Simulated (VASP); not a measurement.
Cd3Pd:

```
Cd Pd
1.0
     4.20848    0.00000    0.00000
     0.00000    4.20848    0.00000
     0.00000    0.00000    4.20848
Cd Pd
3 1
Direct
  0.00000 0.50000 0.50000
  0.50000 0.00000 0.50000
  0.50000 0.50000 0.00000
  0.00000 0.00000 0.00000
```

| Quantity | Value |
| --- | --- |
| Program | VASP 6.6.1 |
| Task | relaxation of volume and atoms at fixed shape |
| Functional | LDA |
| Potentials or basis | VASP PAW LDA potentials, release 64 (Cd, Pd) |
| Cutoff | 600 eV |
| k mesh | 5 × 5 × 5 |
| Occupations | gaussian, width 0.1 eV |
| Spin | no spin polarisation |

At the start: pressure -6.3 GPa; volume 18.63 Å³/atom.

Question: Where does the relaxation end?

Answer: Over 3 steps the energy falls by 24.2 meV/atom and the volume is 17.49 Å³/atom (-6.1 %); space group Pm-3m (No. 221, to 0.05 Å).

Step by step:
```tsv
step	energy change (eV)	largest force (eV/Å)	pressure (GPa)	volume (Å³)
1	0.0000	0.0000	-6.33	74.54
2	-0.0413	0.0000	6.08	66.87
3	-0.0969	0.0000	-0.02	69.98
```

Final structure:
```
CELL_PARAMETERS angstrom
4.12087 0.00000 0.00000
0.00000 4.12087 0.00000
0.00000 0.00000 4.12087
ATOMIC_POSITIONS crystal
Cd 0.00000 0.50000 0.50000
Cd 0.50000 0.00000 0.50000
Cd 0.50000 0.50000 0.00000
Pd 0.00000 0.00000 0.00000
```
